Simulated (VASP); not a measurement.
# AgW (Fd-3m) in VASP: notebook, part 2 of 2

VASP 6.6.1.

## (4) Relaxation of cell and atoms, PBE

This run uses another cell than the first one, of 16.86 Å³/atom.

The input, INCAR:

```
SYSTEM = AgW
PREC = Accurate ; ENCUT = 600
EDIFF = 1E-7 ; ISMEAR = 0
SIGMA = 0.1 ; LREAL = .FALSE.
LASPH = .TRUE. ; NELM = 100
ALGO = Fast ; ISIF = 3
LWAVE = .FALSE. ; LCHARG = .FALSE.
GGA = PE ; IBRION = 2
NSW = 90 ; EDIFFG = -0.04
```

The input, KPOINTS:

```
regular mesh
0
G
  6 6 6
  0 0 0
```

The input, POSCAR:

```
AgW
1.0
    0.0000000000      3.2306340837      3.2306340837
    3.2306340837      0.0000000000      3.2306340837
    3.2306340837      3.2306340837      0.0000000000
Ag W
2 2
Direct
    0.0000000000      0.0000000000      0.0000000000
    0.2500000000      0.2500000000      0.2500000000
    0.5000000000      0.5000000000      0.5000000000
    0.7500000000      0.7500000000      0.7500000000
```

Potentials or basis: VASP PAW PBE potentials, release 64 (Ag, W_sv).

The run is started by

```
$ cat potpaw_PBE.64/Ag/POTCAR potpaw_PBE.64/W_sv/POTCAR > POTCAR
$ mpirun -np 1 vasp_std > vasp.out
```

OUTCAR:

```text
SYSTEM = AgW
   PREC = Accurate
   ENCUT = 600
   EDIFF = 1E-7
   ISMEAR = 0
   LREAL = .FALSE.
   LASPH = .TRUE.
   NELM = 100
   ISIF = 3
   GGA = PE
   IBRION = 2
   NSW = 90
   EDIFFG = -0.04

 ion  position               nearest neighbor table
   1  0.000  0.000  0.000-   4 2.80   4 2.80   4 2.80   2 2.80   4 2.80   2 2.80   2 2.80   2 2.80
                             3 3.23   3 3.23   3 3.23   3 3.23   3 3.23   3 3.23
   2  0.250  0.250  0.250-   1 2.80   1 2.80   1 2.80   1 2.80   3 2.80   3 2.80   3 2.80   3 2.80
                             4 3.23   4 3.23   4 3.23   4 3.23   4 3.23   4 3.23
   3  0.500  0.500  0.500-   2 2.80   2 2.80   2 2.80   2 2.80   4 2.80   4 2.80   4 2.80   4 2.80
                             1 3.23   1 3.23   1 3.23   1 3.23   1 3.23   1 3.23
   4  0.750  0.750  0.750-   3 2.80   3 2.80   3 2.80   1 2.80   3 2.80   1 2.80   1 2.80   1 2.80
                             2 3.23   2 3.23   2 3.23   2 3.23   2 3.23   2 3.23

  LATTYP: Found a face centered cubic cell.
 ALAT       =     6.4612681674

  Lattice vectors:

 A1 = (   0.0000000000,   3.2306340837,   3.2306340837)
 A2 = (   3.2306340837,   0.0000000000,   3.2306340837)
 A3 = (   3.2306340837,   3.2306340837,   0.0000000000)

Analysis of symmetry for initial positions (statically):
=====================================================================
 Subroutine PRICEL returns:
 Original cell was already a primitive cell.

 Routine SETGRP: Setting up the symmetry group for a
 face centered cubic supercell.

 Subroutine GETGRP returns: Found 48 space group operations
 (whereof 24 operations were pure point group operations)
 out of a pool of 48 trial point group operations.

The static configuration has the point symmetry T_d .
 The point group associated with its full space group is O_h .

Analysis of symmetry for dynamics (positions and initial velocities):
=====================================================================
 Subroutine PRICEL returns:
 Original cell was already a primitive cell.

 Routine SETGRP: Setting up the symmetry group for a
 face centered cubic supercell.

 Subroutine GETGRP returns: Found 48 space group operations
 (whereof 24 operations were pure point group operations)
 out of a pool of 48 trial point group operations.

The dynamic configuration has the point symmetry T_d .
 The point group associated with its full space group is O_h .

 Subroutine INISYM returns: Found 48 space group operations
 (whereof 24 operations are pure point group operations),
 and found     1 'primitive' translations

----------------------------------------------------------------------------------------

                                     Primitive cell

  volume of cell :      67.4362

  direct lattice vectors                    reciprocal lattice vectors
     0.000000000  3.230634084  3.230634084    -0.154768379  0.154768379  0.154768379
     3.230634084  0.000000000  3.230634084     0.154768379 -0.154768379  0.154768379
     3.230634084  3.230634084  0.000000000     0.154768379  0.154768379 -0.154768379

  length of vectors
[... 38 lines left out ...]

 Found     16 irreducible k-points:

 Following reciprocal coordinates:
            Coordinates               Weight
  0.000000  0.000000  0.000000      1.000000
  0.166667  0.000000  0.000000      8.000000
  0.333333  0.000000  0.000000      8.000000
  0.500000  0.000000  0.000000      4.000000
  0.166667  0.166667  0.000000      6.000000
  0.333333  0.166667  0.000000     24.000000
[... 8 lines left out ...]
 -0.333333  0.333333  0.166667     24.000000
 -0.333333  0.500000  0.166667     12.000000
   k-points           NKPTS =     16   k-points in BZ     NKDIM =     16   number of bands    NBANDS=     30
   number of dos      NEDOS =    301   number of ions     NIONS =      4
   total plane-waves  NPLWV =  64000
   dimension x,y,z NGX =    40 NGY =   40 NGZ =   40
   dimension x,y,z NGXF=    80 NGYF=   80 NGZF=   80
   ions per type =               2   2
   NGX,Y,Z   is equivalent  to a cutoff of  14.55, 14.55, 14.55 a.u.
   NGXF,Y,Z  is equivalent  to a cutoff of  29.11, 29.11, 29.11 a.u.
 SYSTEM =  AgW
   PREC   = accura    normal or accurate (medium, high low for compatibility)
   ISTART =      0    job   : 0-new  1-cont  2-samecut
   ICHARG =      2    charge: 1-file 2-atom 10-const
   ISPIN  =      1    spin polarized calculation?
   LNONCOLLINEAR =      F non collinear calculations
   LSORBIT =      F    spin-orbit coupling
   LASPH  =      T    aspherical Exc in radial PAW
   ENCUT  =  600.0 eV  44.10 Ry    6.64 a.u.   9.13  9.13  9.13*2*pi/ulx,y,z
   NELM   =    100;   NELMIN=  2; NELMDL= -5     # of ELM steps
   EDIFF  = 0.1E-06   stopping-criterion for ELM
   LREAL  =      F    real-space projection
   EDIFFG = -.4E-01   stopping-criterion for IOM
   NSW    =     90    number of steps for IOM
   IBRION =      2    ionic relax: 0-MD 1-quasi-New 2-CG
   NFREE  =      1    steps in history (QN), initial steepest desc. (CG)
   ISIF   =      3    stress and relaxation
   ISYM   =      2    0-nonsym 1-usesym 2-fastsym
   POTIM  = 0.5000    time-step for ionic-motion
   TEBEG  =    0.0;   TEEND  =   0.0 temperature during run
   PSTRESS=    0.0 pullay stress
   NELECT =      50.0000    total number of electrons
   NUPDOWN=      -1.0000    fix difference up-down
   EMIN   =  10.00;   EMAX   =-10.00  energy-range for DOS
   EFERMI =   0.00;   METHOD = LEGACY
   ISMEAR =     0;   SIGMA  =   0.10  broadening in eV -4-tet -1-fermi 0-gaus
   EFERMI_NEDOS =   21; number of points for ismear=-14 and -15
   IALGO  =     68    algorithm
   IMIX   =      4    mixing-type and parameters
     AMIX     =   0.40;   BMIX     =  1.00
     AMIX_MAG =   1.60;   BMIX_MAG =  1.00
  volume/ion in A,a.u.               =      16.86       113.77
  Fermi-wavevector in a.u.,A,eV,Ry     =   1.481723  2.800051 29.871638  2.195503
  Thomas-Fermi vector in A             =   2.595598
   LORBIT       =      0    0 simple, 1 ext, 2 COOP (PROOUT), +10 PAW based schemes
   GGA     = PE    functional components
   LHFCALC =     F    Hartree Fock is set to
   AEXX    =    0.0000 exact exchange contribution
   IVDW    =     0    specifies the selected vdW correction
   LEPSILON=     F    determine dielectric tensor
   LRPA    =     F    only Hartree local field effects (RPA)
 conjugate gradient relaxation of ions
 non-spin polarized calculation
 RMM-DIIS sequential band-by-band and
 Gauss-broadening in eV      SIGMA  =   0.10
  energy-cutoff  :      600.00
  volume of cell :       67.44
 maximum number of plane-waves:      2272
 NGX is ok and might be reduce to    40
   NGX = 19   NGY = 19   NGZ = 19

 number of electron      50.0000006 magnetization

 Free energy of the ion-electron system (eV)
  ---------------------------------------------------
  ext. energy  EPLUGINS =         0.00000000
  ---------------------------------------------------
  free energy    TOTEN  =       -28.13808416 eV

  energy without entropy =      -28.13208241  energy(sigma->0) =      -28.13508328

 E-fermi :   9.5126     XC(G=0): -12.8265

 val. band max:        9.4705866837   @ k =   0.1667   0.1667   0.0000
 cond. band min:       9.5194510437   @ k =  -0.1667   0.1667   0.0000
 fundamental gap:      0.0488643600
 Fermi energy:         9.5125715709

 k-point     1 :       0.0000    0.0000    0.0000
  band No.  band energies     occupation
      1     -64.3101      2.00000
      2     -64.2214      2.00000
      3     -28.6299      2.00000
      4     -28.6299      2.00000
      5     -28.6299      2.00000
      6     -28.2637      2.00000
[... 517 lines left out ...]
     29      12.0337      0.00000
     30      12.0380      0.00000

------------------------ aborting loop because EDIFF is reached ----------------------------------------

  FORCE on cell =-STRESS in cart. coord.  units (eV):
  Direction    XX          YY          ZZ          XY          YZ          ZX
  --------------------------------------------------------------------------------------
  -------------------------------------------------------------------------------------
  Total        0.0709641      0.0709641      0.0709641      0.0000000     -0.0000000      0.0000000
  in kB        1.6859939      1.6859939      1.6859939      0.0000000     -0.0000000      0.0000000
  external PRESSURE =       1.6859939 kB  Pullay stress =       0.0000000 kB

 VOLUME and BASIS-vectors are now :
 -----------------------------------------------------------------------------
  energy-cutoff  :      600.00
  volume of cell :       67.44
      direct lattice vectors                 reciprocal lattice vectors
     0.000000000  3.230634084  3.230634084    -0.154768379  0.154768379  0.154768379
     3.230634084  0.000000000  3.230634084     0.154768379 -0.154768379  0.154768379
     3.230634084  3.230634084  0.000000000     0.154768379  0.154768379 -0.154768379

 POSITION                                       TOTAL-FORCE (eV/Angst)
 -----------------------------------------------------------------------------------
      0.00000      0.00000      0.00000        -0.000000     -0.000000     -0.000000
      1.61532      1.61532      1.61532         0.000000      0.000000      0.000000
      3.23063      3.23063      3.23063        -0.000000      0.000000      0.000000
      4.84595      4.84595      4.84595        -0.000000     -0.000000     -0.000000
 -----------------------------------------------------------------------------------
    total drift:                               -0.000000      0.000000      0.000000

  FREE ENERGIE OF THE ION-ELECTRON SYSTEM (eV)
  ---------------------------------------------------
  free  energy   TOTEN  =       -28.1380841552 eV

  energy  without entropy=      -28.1320824096  energy(sigma->0) =      -28.13508328

 reached required accuracy - stopping structural energy minimisation
```

Run time: 33 s. Hardware: 1 thread of Intel Xeon 6975P-C (Granite Rapids), shared host; peak memory 0.24 GiB.

What came out:

```
Free energy             : -28.1381 eV
Pressure after relaxing : 0.2 GPa
Band gap on the k mesh  : zero (bands 25 and 26 overlap by 1.31 eV)
```

Final structure:
```
Ag W
1.0
     0.00000    3.23063    3.23063
     3.23063    0.00000    3.23063
     3.23063    3.23063    0.00000
Ag W
2 2
Direct
  0.00000 0.00000 0.00000
  0.25000 0.25000 0.25000
  0.50000 0.50000 0.50000
  0.75000 0.75000 0.75000
```

Levels at points of the mesh, in eV from the Fermi level:
```csv
k point,band 23,band 24,band 25,band 26,band 27,band 28
"(0.00, 0.00, 0.00)",-0.23,-0.23,0.92,0.92,0.92,3.04
"(0.50, 0.00, 0.00)",-1.09,-1.09,-0.94,1.60,1.60,2.36
"(0.50, 0.50, 0.00)",-1.15,-1.15,0.22,0.22,0.73,0.73
```

Caveat: the relaxation stopped at its first step, so nothing moved; spin-orbit coupling is left out, which moves the levels of the heavy elements.

## (5) Single point, PBE

This run uses another cell than the first one, of 16.87 Å³/atom.

The input, INCAR:

```
SYSTEM = AgW
PREC     = Accurate       ! precision mode
ENCUT    = 520            ! plane-wave cutoff, eV
EDIFF    = 1E-7           ! SCF threshold, eV
ISMEAR   = 0              ! smearing method
SIGMA    = 0.1            ! smearing width, eV
LREAL    = .False.        ! projectors in reciprocal space
LASPH    = .True.         ! aspherical terms in the spheres
NELM     = 100            ! most SCF steps
ALGO     = Fast           ! electronic algorithm
ISIF     = 2              ! what is computed and relaxed
LWAVE    = .False.        ! write WAVECAR
LCHARG   = .True.         ! write CHGCAR
GGA      = PE             ! functional
LELF     = .True.         ! ELF
LVHAR    = .True.       
NBANDS   = 33             ! bands
```

The input, KPOINTS:

```
regular mesh
0
Gamma
  12 12 12
  0 0 0
```

The input, POSCAR:

```
AgW
1.0
    0.0000000000      3.2311859395      3.2311859395
    3.2311859395      0.0000000000      3.2311859395
    3.2311859395      3.2311859395      0.0000000000
Ag W
2 2
Direct
    0.5000000000      0.5000000000      0.5000000000
    0.7500000000      0.7500000000      0.7500000000
    0.0000000000      0.0000000000      0.0000000000
    0.2500000000      0.2500000000      0.2500000000
```

The run is started by

```
$ cat potpaw_PBE.64/Ag/POTCAR potpaw_PBE.64/W_sv/POTCAR > POTCAR
$ mpirun -np 1 vasp_std > vasp.out
```

Wall time 88 s (1 thread of Intel Xeon 6975P-C (Granite Rapids), shared host); peak memory 0.29 GiB.

Results (log left out):

```
Free energy            : -28.1235 eV
Pressure               : 0.0 GPa
Band gap on the k mesh : zero (bands 25 and 26 overlap by 1.40 eV)
```

Levels at points of the mesh, in eV from the Fermi level:
| k point | band 23 | band 24 | band 25 | band 26 | band 27 | band 28 |
| --- | --- | --- | --- | --- | --- | --- |
| (0.00, 0.00, 0.00) | -0.20 | -0.20 | 0.95 | 0.95 | 0.95 | 3.07 |
| (0.50, 0.00, 0.00) | -1.06 | -1.06 | -0.91 | 1.63 | 1.63 | 2.38 |
| (0.50, 0.50, 0.00) | -1.11 | -1.11 | 0.25 | 0.25 | 0.76 | 0.76 |

Caveat: spin-orbit coupling is left out, which moves the levels of the heavy elements.

## (6) Relaxation of cell and atoms, PBE

This run uses another cell than the first one, of 16.86 Å³/atom.

The input, INCAR:

```
PREC = Accurate
ENCUT = 600
EDIFF = 1E-7
ISMEAR = 0
SIGMA = 0.1
LREAL = F
LASPH = T
NELM = 60
ALGO = Fast
ISIF = 3
LWAVE = F
LCHARG = F
GGA = PE
IBRION = 2
NSW = 100
EDIFFG = -0.01
```

The input, KPOINTS:

```
regular mesh
0
Gamma
  12 12 12
```

The input, POSCAR:

```
AgW
1.0
    0.0000000000      3.2306340837      3.2306340837
    3.2306340837      0.0000000000      3.2306340837
    3.2306340837      3.2306340837      0.0000000000
Ag W
2 2
Direct
    0.5000000000      0.5000000000      0.5000000000
    0.7500000000      0.7500000000      0.7500000000
    0.0000000000      0.0000000000      0.0000000000
    0.2500000000      0.2500000000      0.2500000000
```

Potentials or basis: VASP PAW PBE potentials, release 64 (Ag, W_sv).

The run is started by

```
$ cat potpaw_PBE.64/Ag/POTCAR potpaw_PBE.64/W_sv/POTCAR > POTCAR
$ mpirun -np 1 vasp_std > vasp.out
```

Wall time 4.8 min (1 thread of Intel Xeon 6975P-C (Granite Rapids), shared host); peak memory 0.36 GiB.

The run converged. Its results:

```yaml
Free_energy: -28.1238 eV
Relaxed_volume: 16.87 Å³/atom
Relaxed_cell: a = 4.570 Å, b = 4.570 Å, c = 4.570 Å, α = 60.00°, β = 60.00°, γ = 60.00°
Space_group_after_relaxing_to_0.1_Å: Fd-3m (No. 227)
Energy_gained_by_relaxing: 0.0 meV/atom
Ionic_steps: 3
Pressure_after_relaxing: 0.0 GPa
Band_gap_on_the_k_mesh: zero (bands 25 and 26 overlap by 1.40 eV)
```

Final structure:
```xyz
4
Lattice="0.0000 3.2313 3.2313 3.2313 0.0000 3.2313 3.2313 3.2313 0.0000" Properties=species:S:1:pos:R:3 pbc="T T T"
Ag    3.2313    3.2313    3.2313
Ag    4.8470    4.8470    4.8470
W     0.0000    0.0000    0.0000
W     1.6157    1.6157    1.6157
```

Levels at points of the mesh, in eV from the Fermi level:
| k point | band 22 | band 23 | band 24 | band 25 | band 26 | band 27 | band 28 | band 29 |
| --- | --- | --- | --- | --- | --- | --- | --- | --- |
| (0.00, 0.00, 0.00) | -1.73 | -0.20 | -0.20 | 0.95 | 0.95 | 0.95 | 3.07 | 3.07 |
| (0.50, 0.00, 0.00) | -2.04 | -1.06 | -1.06 | -0.91 | 1.63 | 1.63 | 2.38 | 2.38 |
| (0.50, 0.50, 0.00) | -1.22 | -1.11 | -1.11 | 0.25 | 0.25 | 0.76 | 0.76 | 2.85 |

Caveat: spin-orbit coupling is left out, which moves the levels of the heavy elements.

## (7) Summary

```csv
task,cell,k mesh,cutoff (eV),gap on the mesh (eV),pressure (GPa),relaxed volume (Å³/atom)
single point,"a = 4.764 Å, angles 60.0°, 4 atoms",6 × 6 × 6,520,none,-17.6,-
relaxation of cell and atoms,"relaxed from a = 4.764 Å, angles 60.0°, 4 atoms",4 × 4 × 4,600,none,-0.3,16.89
relaxation of cell and atoms,"relaxed from a = 4.569 Å, angles 60.0°, 4 atoms",6 × 6 × 6,600,none,0.2,-
single point,"a = 4.570 Å, angles 60.0°, 4 atoms",12 × 12 × 12,520,none,0.0,-
relaxation of cell and atoms,"relaxed from a = 4.569 Å, angles 60.0°, 4 atoms",12 × 12 × 12,600,none,0.0,16.87
```

Alike in all rows: level PBE; potentials or basis VASP PAW PBE potentials, release 64 (Ag, W_sv); no spin polarisation; smearing gaussian 0.1 eV.

Caveats: some runs use coarse meshes; spin-orbit coupling is left out, which moves the levels of the heavy elements; the cell stands under tension (at least some runs); the relaxation stopped at its first step, so nothing moved (at least some runs).

Total energies depend on the potentials used, so only differences within one code and one set of settings carry meaning.
